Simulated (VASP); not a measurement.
# Pd (Fm-3m) in VASP: single point with r2SCAN

Aim: the single point of Pd with r2SCAN.

Everything below comes from runs of VASP 6.6.1. Logs are shortened: lines on timing, memory, paths and dates and some standing lists are left out, and cuts for length are marked.

**1. The cell of the first run**

Symmetry: Fm-3m, No. 225, cubic system. Conventional cell: a = 3.910 Å, b = 3.910 Å, c = 3.910 Å, α = 90.00°, β = 90.00°, γ = 90.00°. Within 3.6 Å of Pd (site symmetry m-3m) lie 12 Pd at 2.76 Å.

**2. Single point, r2SCAN, non-collinear spin, typed start, spin-orbit coupling**

POSCAR

```
Pd
1.0
   -0.0000018910      1.9548671966      1.9548769307
    1.9548671966     -0.0000018910      1.9548769307
    1.9548653057      1.9548653057      0.0000000000
Pd
1
Direct
    0.0000000000      0.0000000000      0.0000000000
```

INCAR.step1

```
SYSTEM = Pd
  PREC = Accurate
  ENCUT = 520
  ISMEAR = -1
  SIGMA = 0.1
  LREAL = .False.
  LASPH = .True.
  NELM = 150
  MAGMOM = 0.707 0.707 0
  LSORBIT = .True.
  GGA_COMPAT = .False.
  LMAXMIX = 4
  NBANDS = 21
  GGA = PE
  ALGO = Normal
  EDIFF = 1E-4
  LWAVE = .True.
  LCHARG = .False.
```

INCAR.step2

```
SYSTEM = Pd
  PREC = Accurate
  ENCUT = 520
  EDIFF = 1E-7
  ISMEAR = -1
  SIGMA = 0.1
  LREAL = .False.
  LASPH = .True.
  NELM = 150
  ALGO = Normal
  ISIF = 2
  LWAVE = .False.
  LCHARG = .True.
  MAGMOM = 0.707 0.707 0
  LORBIT = 11
  LSORBIT = .True.
  GGA_COMPAT = .False.
  LORBMOM = .True.
  LMAXMIX = 4
  METAGGA = R2SCAN
  LMIXTAU = .True.
  LVHAR = .True.
  NBANDS = 21
  ISTART = 1
```

KPOINTS

```
Automatic mesh
0
Gamma
  10 10 10
  0 0 0
```

Potentials or basis: VASP PAW PBE potentials, release 64 (Pd).

Launch:

```bash
$ cat potpaw_PBE.64/Pd/POTCAR > POTCAR
$ cp INCAR.step1 INCAR
$ mpirun -np 1 vasp_ncl > vasp.out
$ cp INCAR.step2 INCAR
$ mpirun -np 1 vasp_ncl > vasp.out
```

OUTCAR:

```text
SYSTEM = Pd
   PREC = Accurate
   ENCUT = 520
   EDIFF = 1E-7
   ISMEAR = -1
   LREAL = .False.
   LASPH = .True.
   NELM = 150
   ISIF = 2
   LORBIT = 11
   LSORBIT = .True.
   METAGGA = R2SCAN
   ISTART = 1

 ion  position               nearest neighbor table
   1  0.000  0.000  0.000-

  LATTYP: Found a face centered cubic cell.
 ALAT       =     3.9097441273

  Lattice vectors:

 A1 = (  -0.0000018910,   1.9548671966,   1.9548769307)
 A2 = (   1.9548671966,  -0.0000018910,   1.9548769307)
 A3 = (   1.9548653057,   1.9548653057,   0.0000000000)

Analysis of symmetry for initial positions (statically):
=====================================================================
 Subroutine PRICEL returns:
 Original cell was already a primitive cell.

 Routine SETGRP: Setting up the symmetry group for a
 face centered cubic supercell.

 Subroutine GETGRP returns: Found 48 space group operations
 (whereof 48 operations were pure point group operations)
 out of a pool of 48 trial point group operations.

The static configuration has the point symmetry O_h .

Analysis of symmetry for dynamics (positions and initial velocities):
=====================================================================
 Subroutine PRICEL returns:
 Original cell was already a primitive cell.

 Routine SETGRP: Setting up the symmetry group for a
 face centered cubic supercell.

 Subroutine GETGRP returns: Found 48 space group operations
 (whereof 48 operations were pure point group operations)
 out of a pool of 48 trial point group operations.

The dynamic configuration has the point symmetry O_h .

Analysis of structural, dynamic, and magnetic symmetry:
=====================================================================
 Subroutine PRICEL returns:
 Original cell was already a primitive cell.

 Routine SETGRP: Setting up the symmetry group for a
 face centered cubic supercell.

 Subroutine GETGRP returns: Found  4 space group operations
 (whereof  4 operations were pure point group operations)
 out of a pool of 48 trial point group operations.

The overall configuration has the point symmetry C_2h.

 Subroutine INISYM returns: Found  4 space group operations
 (whereof  4 operations are pure point group operations),
 and found     1 'primitive' translations

----------------------------------------------------------------------------------------

                                     Primitive cell

  volume of cell :      14.9411

  direct lattice vectors                    reciprocal lattice vectors
    -0.000001891  1.954867197  1.954876931    -0.255771603  0.255771603  0.255770577
     1.954867197 -0.000001891  1.954876931     0.255771603 -0.255771603  0.255770577
     1.954865306  1.954865306  0.000000000     0.255772098  0.255772098 -0.255770577

  length of vectors
     2.764606585  2.764606585  2.764597028     0.443008819  0.443008819  0.443009390

  position of ions in fractional coordinates (direct lattice)
     0.000000000  0.000000000  0.000000000

  ion indices of the primitive-cell ions
   primitive index   ion index
                 1           1

----------------------------------------------------------------------------------------

 KPOINTS: Automatic mesh

Automatic generation of k-mesh.
 Grid dimensions read from file:
 generate k-points for:   10   10   10

 Generating k-lattice:

  Cartesian coordinates                     Fractional coordinates (reciprocal lattice)
    -0.025577160  0.025577160  0.025577058     0.100000000  0.000000000  0.000000000
     0.025577160 -0.025577160  0.025577058     0.000000000  0.100000000  0.000000000
     0.025577210  0.025577210 -0.025577058     0.000000000  0.000000000  0.100000000

  Length of vectors
     0.044300882  0.044300882  0.044300939

  Shift w.r.t. Gamma in fractional coordinates (k-lattice)
     0.000000000  0.000000000  0.000000000

[... 45 lines left out ...]
   LNONCOLLINEAR =      T non collinear calculations
   LSORBIT =      T    spin-orbit coupling
   LASPH  =      T    aspherical Exc in radial PAW
   ENCUT  =  520.0 eV  38.22 Ry    6.18 a.u.   5.14  5.14  5.14*2*pi/ulx,y,z
   NELM   =    150;   NELMIN=  2; NELMDL=  0     # of ELM steps
   EDIFF  = 0.1E-06   stopping-criterion for ELM
   LREAL  =      F    real-space projection
   EDIFFG = 0.1E-05   stopping-criterion for IOM
   NSW    =      0    number of steps for IOM
   IBRION =     -1    ionic relax: 0-MD 1-quasi-New 2-CG
   NFREE  =      0    steps in history (QN), initial steepest desc. (CG)
   ISIF   =      2    stress and relaxation
   ISYM   =      2    0-nonsym 1-usesym 2-fastsym
   POTIM  = 0.5000    time-step for ionic-motion
   TEBEG  =    0.0;   TEEND  =   0.0 temperature during run
   PSTRESS=    0.0 pullay stress
   NELECT =      10.0000    total number of electrons
   NUPDOWN=      -1.0000    fix difference up-down
   EMIN   =  10.00;   EMAX   =-10.00  energy-range for DOS
   EFERMI =   0.00;   METHOD = LEGACY
   ISMEAR =    -1;   SIGMA  =   0.10  broadening in eV -4-tet -1-fermi 0-gaus
   EFERMI_NEDOS =   21; number of points for ismear=-14 and -15
   IALGO  =     38    algorithm
   IMIX   =      4    mixing-type and parameters
     AMIX     =   0.40;   BMIX     =  1.00
     AMIX_MAG =   1.60;   BMIX_MAG =  1.00
  volume/ion in A,a.u.               =      14.94       100.83
  Fermi-wavevector in a.u.,A,eV,Ry     =   1.432013  2.706112 27.900926  2.050660
  Thomas-Fermi vector in A             =   2.551687
   LORBIT       =     11    0 simple, 1 ext, 2 COOP (PROOUT), +10 PAW based schemes
   METAGGA = R2SCAN    functional components
   LHFCALC =     F    Hartree Fock is set to
   AEXX    =    0.0000 exact exchange contribution
   IVDW    =     0    specifies the selected vdW correction
   LEPSILON=     F    determine dielectric tensor
   LRPA    =     F    only Hartree local field effects (RPA)
  energy-cutoff  :      520.00
  volume of cell :       14.94
 maximum number of plane-waves:       822
 NGX is ok and might be reduce to    24
   NGX = 11   NGY = 11   NGZ = 11

 number of electron       9.9999998 magnetization      -0.0123739     -0.0123739     -0.0000000

 number of electron       9.9999998 magnetization       0.0029567      0.0029567      0.0000000

 Free energy of the ion-electron system (eV)
  ---------------------------------------------------
  ext. energy  EPLUGINS =         0.00000000
  ---------------------------------------------------
  free energy    TOTEN  =       -23.02923253 eV

  energy without entropy =      -22.97634203  energy(sigma->0) =      -23.00278728

 E-fermi :   9.4544     XC(G=0): -14.0367

 val. band max:        9.4370428378   @ k =   0.2000   0.0000   0.5000
 cond. band min:       9.4659755286   @ k =   0.0000   0.0000   0.5000
 fundamental gap:      0.0289326909
 Fermi energy:         9.4543901497

 k-point     1 :       0.0000    0.0000    0.0000
  band No.  band energies     occupation
      1       2.3064      1.00000
      2       2.3069      1.00000
      3       6.4115      1.00000
      4       6.4131      1.00000
      5       6.4147      1.00000
      6       6.4163      1.00000
[... 565 lines left out ...]
     20      31.9147      0.00000
     21      32.7022      0.00000

 [... further k-points ...]

------------------------ aborting loop because EDIFF is reached ----------------------------------------

  FORCE on cell =-STRESS in cart. coord.  units (eV):
  Direction    XX          YY          ZZ          XY          YZ          ZX
  --------------------------------------------------------------------------------------
  -------------------------------------------------------------------------------------
  Total        0.0645402      0.0645402      0.0645149      0.0000156     -0.0000000     -0.0000001
  in kB        6.9208123      6.9208123      6.9180995      0.0016769     -0.0000013     -0.0000130
  external PRESSURE =       6.9199081 kB  Pullay stress =       0.0000000 kB

 VOLUME and BASIS-vectors are now :
 -----------------------------------------------------------------------------
  energy-cutoff  :      520.00
  volume of cell :       14.94
      direct lattice vectors                 reciprocal lattice vectors
    -0.000001891  1.954867197  1.954876931    -0.255771603  0.255771603  0.255770577
     1.954867197 -0.000001891  1.954876931     0.255771603 -0.255771603  0.255770577
     1.954865306  1.954865306  0.000000000     0.255772098  0.255772098 -0.255770577

 POSITION                                       TOTAL-FORCE (eV/Angst)
 -----------------------------------------------------------------------------------
      0.00000      0.00000      0.00000         0.000000      0.000000      0.000000
 -----------------------------------------------------------------------------------
    total drift:                               -0.000000      0.000000     -0.000000

  FREE ENERGIE OF THE ION-ELECTRON SYSTEM (eV)
  ---------------------------------------------------
  free  energy   TOTEN  =       -23.0292325333 eV

  energy  without entropy=      -22.9763420264  energy(sigma->0) =      -23.00278728

 orbital moment (x)

 # of ion     p       d       tot
 ----------------------------------------
  1         0.000   0.000   0.000
 ----------------------------------------
            0.000   0.000   0.000

 orbital moment (y)

 # of ion     p       d       tot
 ----------------------------------------
  1         0.000   0.000   0.000
 ----------------------------------------
            0.000   0.000   0.000

 orbital moment (z)

 # of ion     p       d       tot
 ----------------------------------------
  1         0.000   0.000   0.000
 ----------------------------------------
            0.000   0.000   0.000

 Spin-Orbit-Coupling matrix elements

 Ion:    1  E_soc:     -0.0803299
 l=   1
     0.0000000    -0.0023105    -0.0023105
    -0.0023105     0.0000000    -0.0023105
    -0.0023105    -0.0023105     0.0000000
 l=   2
     0.0000000    -0.0022286     0.0000000    -0.0022286    -0.0088492
    -0.0022286     0.0000000    -0.0066369    -0.0022286    -0.0022123
     0.0000000    -0.0066369     0.0000000    -0.0066369     0.0000000
    -0.0022286    -0.0022286    -0.0066369     0.0000000    -0.0022123
    -0.0088492    -0.0022123     0.0000000    -0.0022123     0.0000000
 l=   3
     0.0000000     0.0000000     0.0000000     0.0000000     0.0000000     0.0000000     0.0000000
     0.0000000     0.0000000     0.0000000     0.0000000     0.0000000     0.0000000     0.0000000
     0.0000000     0.0000000     0.0000000     0.0000000     0.0000000     0.0000000     0.0000000
     0.0000000     0.0000000     0.0000000     0.0000000     0.0000000     0.0000000     0.0000000
     0.0000000     0.0000000     0.0000000     0.0000000     0.0000000     0.0000000     0.0000000
     0.0000000     0.0000000     0.0000000     0.0000000     0.0000000     0.0000000     0.0000000
     0.0000000     0.0000000     0.0000000     0.0000000     0.0000000     0.0000000     0.0000000

 total charge

# of ion       s       p       d       tot
------------------------------------------
    1        0.507   0.450   8.498   9.456

 magnetization (x)

# of ion       s       p       d       tot
------------------------------------------
    1       -0.000  -0.000   0.003   0.003

 magnetization (y)

# of ion       s       p       d       tot
------------------------------------------
    1       -0.000  -0.000   0.003   0.003

 magnetization (z)

# of ion       s       p       d       tot
------------------------------------------
    1        0.000   0.000   0.000   0.000
```

It took 30 min on 1 thread of Intel Xeon Platinum 8488C (Sapphire Rapids), shared host; peak memory 0.31 GiB.

Results:

```
Free energy                                           : -23.0292 eV
Pressure                                              : 0.7 GPa
Net moment                                            : 0.00 μB per cell
Valence electrons inside the program's atomic spheres : Pd 9.46
```

Moments on the atoms (μB; x, y, z):
```
Pd  0.00 0.00 0.00
```

Caveat: the PAW data sets were made with another functional, which shifts forces and pressure a little.
